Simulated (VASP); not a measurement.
Write the native input for VASP 6.6.1 that does the following.

- Task: single point
- Functional: PBEsol
- Potentials or basis: VASP PAW PBE potentials, release 64 (Cs_sv, Sn_d, Br)
- Cutoff: 500 eV
- k mesh: 6 × 6 × 6
- Occupations: gaussian, width 0.1 eV
- Spin: no spin polarisation
- Dipole correction: no
- Further INCAR settings: ALGO = Normal; EDIFF = 1e-06; NBANDS = 30

The structure of CsSnBr3 lies in POSCAR:

```
CsSnBr3
1.0
    5.5156943223      0.0000000000      0.0000000000
    0.0000000000      5.5156943223      0.0000000000
    0.0000000000      0.0000000000      5.5156943223
Cs Sn Br
1 1 3
Direct
    0.0000000000      0.0000000000      0.0000000000
    0.5000000000      0.5000000000      0.5000000000
    0.5000000000      0.0000000000      0.5000000000
    0.5000000000      0.5000000000      0.0000000000
    0.0000000000      0.5000000000      0.5000000000
```

The input as run:

INCAR

```
SYSTEM = CsSnBr3
PREC = Accurate
ENCUT = 500
EDIFF = 1E-6
ISMEAR = 0
SIGMA = 0.1
LREAL = .FALSE.
LASPH = .TRUE.
NELM = 120
ALGO = Normal
ISIF = 2
LWAVE = .FALSE.
LCHARG = .TRUE.
GGA = PS
LELF = .TRUE.
LVHAR = .TRUE.
NBANDS = 30
GGA_COMPAT = .FALSE.
```

KPOINTS

```
Automatic mesh
0
G
  6 6 6
  0 0 0
```

Potentials or basis: VASP PAW PBE potentials, release 64 (Cs_sv, Sn_d, Br).

Run with:

```sh
$ cat potpaw_PBE.64/Cs_sv/POTCAR potpaw_PBE.64/Sn_d/POTCAR potpaw_PBE.64/Br/POTCAR > POTCAR
$ mpirun -np 1 vasp_std > vasp.out
```

It gave:

```json
{"Pressure": "4.0 GPa", "Band gap on the k mesh": "zero (filled and empty bands touch)"}
```

Caveat: the cell stands under pressure; the PAW data sets were made with another functional, which shifts forces and pressure a little; spin-orbit coupling is left out, which moves the levels of the heavy elements.

Wall time 120 s on 1 thread of Intel Xeon 8259CL, on a shared host, peak memory 0.29 GiB.
